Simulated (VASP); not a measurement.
# MoSe (Pm-3m) in VASP: notebook, part 2 of 2

VASP 6.6.1. Earlier steps stand in the parts before.

## Step 4: Single point, r2SCAN

Contents of POSCAR:

```
MoSe
1.0
    3.5002295900      0.0000000000      0.0000000000
    0.0000000000      3.5002295900      0.0000000000
    0.0000000000      0.0000000000      3.5002295900
Mo Se
1 1
Direct
    0.0000000000      0.0000000000      0.0000000000
    0.5000000000      0.5000000000      0.5000000000
```

Contents of INCAR.step1:

```
SYSTEM = MoSe
PREC     = Accurate       ! precision mode
ENCUT    = 520            ! plane-wave cutoff, eV
ISMEAR   = 0              ! smearing method
SIGMA    = 0.05           ! smearing width, eV
LREAL    = .False.        ! projectors in reciprocal space
LASPH    = .True.         ! aspherical terms in the spheres
NELM     = 80             ! most SCF steps
NBANDS   = 17             ! bands
GGA      = PE             ! functional
ALGO     = Normal         ! electronic algorithm
EDIFF    = 1E-4           ! SCF threshold, eV
LWAVE    = .True.         ! write WAVECAR
LCHARG   = .False.        ! write CHGCAR
```

Contents of INCAR.step2:

```
SYSTEM = MoSe
PREC     = Accurate       ! precision mode
ENCUT    = 520            ! plane-wave cutoff, eV
EDIFF    = 1E-6           ! SCF threshold, eV
ISMEAR   = 0              ! smearing method
SIGMA    = 0.05           ! smearing width, eV
LREAL    = .False.        ! projectors in reciprocal space
LASPH    = .True.         ! aspherical terms in the spheres
NELM     = 80             ! most SCF steps
ALGO     = Normal         ! electronic algorithm
ISIF     = 2              ! what is computed and relaxed
LWAVE    = .False.        ! write WAVECAR
LCHARG   = .False.        ! write CHGCAR
METAGGA  = R2SCAN         ! meta-GGA
LMIXTAU  = .True.       
NBANDS   = 17             ! bands
ISTART   = 1
```

Contents of KPOINTS:

```
regular mesh
0
Gamma
  7 7 7
  0 0 0
```

Potentials or basis: VASP PAW PBE potentials, release 64 (Mo_sv, Se).

Command:

```console
cat potpaw_PBE.64/Mo_sv/POTCAR potpaw_PBE.64/Se/POTCAR > POTCAR
cp INCAR.step1 INCAR
mpirun -np 1 vasp_std > vasp.out
cp INCAR.step2 INCAR
mpirun -np 1 vasp_std > vasp.out
```

OUTCAR:

```text
SYSTEM = MoSe
   PREC = Accurate
   ENCUT = 520
   EDIFF = 1E-6
   ISMEAR = 0
   LREAL = .False.
   LASPH = .True.
   NELM = 80
   ISIF = 2
   METAGGA = R2SCAN
   ISTART = 1

 ion  position               nearest neighbor table
   1  0.000  0.000  0.000-   2 3.03   2 3.03   2 3.03   2 3.03   2 3.03   2 3.03   2 3.03   2 3.03

   2  0.500  0.500  0.500-   1 3.03   1 3.03   1 3.03   1 3.03   1 3.03   1 3.03   1 3.03   1 3.03

  LATTYP: Found a simple cubic cell.
 ALAT       =     3.5002295900

  Lattice vectors:
[... 583 lines left out ...]

  FORCE on cell =-STRESS in cart. coord.  units (eV):
  Direction    XX          YY          ZZ          XY          YZ          ZX
  --------------------------------------------------------------------------------------
  -------------------------------------------------------------------------------------
  Total       -7.5109565     -7.5109565     -7.5109565      0.0000000      0.0000000     -0.0000000
  in kB     -280.6184592   -280.6184592   -280.6184592      0.0000000      0.0000000     -0.0000000
  external PRESSURE =    -280.6184592 kB  Pullay stress =       0.0000000 kB

 VOLUME and BASIS-vectors are now :
 -----------------------------------------------------------------------------
  energy-cutoff  :      520.00
  volume of cell :       42.88
      direct lattice vectors                 reciprocal lattice vectors
     3.500229590  0.000000000  0.000000000     0.285695545  0.000000000  0.000000000
     0.000000000  3.500229590  0.000000000     0.000000000  0.285695545  0.000000000
     0.000000000  0.000000000  3.500229590     0.000000000  0.000000000  0.285695545

 POSITION                                       TOTAL-FORCE (eV/Angst)
 -----------------------------------------------------------------------------------
      0.00000      0.00000      0.00000         0.000000      0.000000      0.000000
      1.75011      1.75011      1.75011         0.000000      0.000000      0.000000
 -----------------------------------------------------------------------------------
    total drift:                               -0.000000      0.000000     -0.000000

  FREE ENERGIE OF THE ION-ELECTRON SYSTEM (eV)
  ---------------------------------------------------
  free  energy   TOTEN  =       -38.6598376841 eV

  energy  without entropy=      -38.6527383126  energy(sigma->0) =      -38.65628800
```

OUTCAR.step1:

```text
SYSTEM = MoSe
   PREC = Accurate
   ENCUT = 520
   ISMEAR = 0
   LREAL = .False.
   LASPH = .True.
[... 616 lines left out ...]
      0.00000      0.00000      0.00000         0.000000      0.000000      0.000000
      1.75011      1.75011      1.75011         0.000000      0.000000      0.000000
 -----------------------------------------------------------------------------------
    total drift:                               -0.000000      0.000000     -0.000000

  FREE ENERGIE OF THE ION-ELECTRON SYSTEM (eV)
  ---------------------------------------------------
  free  energy   TOTEN  =       -12.9198209364 eV

  energy  without entropy=      -12.9156044345  energy(sigma->0) =      -12.91771269
```

OSZICAR.step1:

```text
N       E                     dE             d eps       ncg     rms          rms(c)
DAV:   1     0.126963241464E+03    0.12696E+03   -0.10445E+04   688   0.110E+03
DAV:   2    -0.994772791945E+01   -0.13691E+03   -0.13340E+03   837   0.293E+02
DAV:   3    -0.136373429521E+02   -0.36896E+01   -0.36391E+01   779   0.428E+01
DAV:   4    -0.136577169118E+02   -0.20374E-01   -0.20354E-01   828   0.358E+00
DAV:   5    -0.136578175314E+02   -0.10062E-03   -0.10062E-03   760   0.255E-01    0.695E+00
DAV:   6    -0.130377695599E+02    0.62005E+00   -0.38263E+00   691   0.124E+01    0.280E+00
DAV:   7    -0.129294237844E+02    0.10835E+00   -0.36313E-01   705   0.397E+00    0.145E+00
DAV:   8    -0.129197345902E+02    0.96892E-02   -0.69179E-02   765   0.153E+00    0.294E-01
DAV:   9    -0.129196774015E+02    0.57189E-04   -0.15973E-03   742   0.358E-01    0.123E-01
DAV:  10    -0.129198100178E+02   -0.13262E-03   -0.39687E-04   684   0.184E-01    0.265E-02
DAV:  11    -0.129198209364E+02   -0.10919E-04   -0.34409E-05   356   0.504E-02
   1 F= -.12919821E+02 E0= -.12917713E+02  d E =-.421650E-02
```

Wall time 66 s (1 thread of Intel Xeon Platinum 8259CL at 2.50GHz (Skylake/Cascade Lake), shared host); peak memory 0.17 GiB.

Results:

```
Free energy            : -38.6598 eV
Pressure               : -28.1 GPa
Band gap on the k mesh : zero (bands 10 and 11 overlap by 0.96 eV)
```

Levels at points of the mesh, in eV from the Fermi level:
```
           k point  band 7  band 8  band 9  band 10  band 11  band 12  band 13  band 14
(0.00, 0.00, 0.00)   -2.24   -1.81   -1.81    -1.81     0.48     0.48     0.48     1.14
```

Caveat: the cell stands under tension; the PAW data sets were made with another functional, which shifts forces and pressure a little.

## Step 5: Single point, r2SCAN

POSCAR is that of step 4.

Contents of INCAR.step1:

```
PREC = Accurate
ENCUT = 520
ISMEAR = 0
SIGMA = 0.05
LREAL = False
LASPH = True
NELM = 100
NBANDS = 17
GGA = PE
ALGO = Normal
EDIFF = 1E-4
LWAVE = True
LCHARG = False
```

Contents of INCAR.step2:

```
PREC = Accurate
ENCUT = 520
EDIFF = 1E-7
ISMEAR = 0
SIGMA = 0.05
LREAL = False
LASPH = True
NELM = 100
ALGO = Normal
ISIF = 2
LWAVE = False
LCHARG = False
METAGGA = R2SCAN
LMIXTAU = True
NBANDS = 17
ISTART = 1
```

Contents of KPOINTS:

```
regular mesh
0
Gamma
  9 9 9
```

Command:

```console
cat potpaw_PBE.64/Mo_sv/POTCAR potpaw_PBE.64/Se/POTCAR > POTCAR
cp INCAR.step1 INCAR
mpirun -np 1 vasp_std > vasp.out
cp INCAR.step2 INCAR
mpirun -np 1 vasp_std > vasp.out
```

Run time: 98 s. Hardware: 1 thread of Intel Xeon Platinum 8259CL at 2.50GHz (Skylake/Cascade Lake), shared host; peak memory 0.18 GiB.

It converged, with:

| Quantity | Value |
| --- | --- |
| Free energy | -38.6519 eV |
| Pressure | -28.2 GPa |
| Band gap on the k mesh | zero (bands 10 and 11 overlap by 1.22 eV) |

Levels at points of the mesh, in eV from the Fermi level:
| k point | band 6 | band 7 | band 8 | band 9 | band 10 | band 11 | band 12 | band 13 | band 14 | band 15 |
| --- | --- | --- | --- | --- | --- | --- | --- | --- | --- | --- |
| (0.00, 0.00, 0.00) | -2.30 | -2.30 | -1.86 | -1.86 | -1.86 | 0.43 | 0.43 | 0.43 | 1.09 | 8.77 |

Caveat: the cell stands under tension; the PAW data sets were made with another functional, which shifts forces and pressure a little.

## Step 6: Overview

```tsv
task	level	cell	k mesh	cutoff (eV)	smearing	grid for exact exchange (PRECFOCK)	share of exact exchange	gap on the mesh (eV)	pressure (GPa)
single point	PBE	as given	8 × 8 × 8	500	fermi-dirac 0.05 eV	-	-	none	-26.0
relaxation of cell and atoms	HF	relaxed	4 × 4 × 4	600	fermi-dirac 0.05 eV	Normal	1	7.84	0.0
single point	r2SCAN	as given	7 × 7 × 7	520	gaussian 0.05 eV	-	-	none	-28.1
single point	r2SCAN	as given	9 × 9 × 9	520	gaussian 0.05 eV	-	-	none	-28.2
```

Alike in all rows: potentials or basis VASP PAW PBE potentials, release 64 (Mo_sv, Se); no spin polarisation.

Caveats: some runs use coarse meshes; the cell stands under tension (at least some runs); the PAW data sets were made with another functional, which shifts forces and pressure a little (at least some runs).

Absolute energies hang on the potentials; compare differences alone.
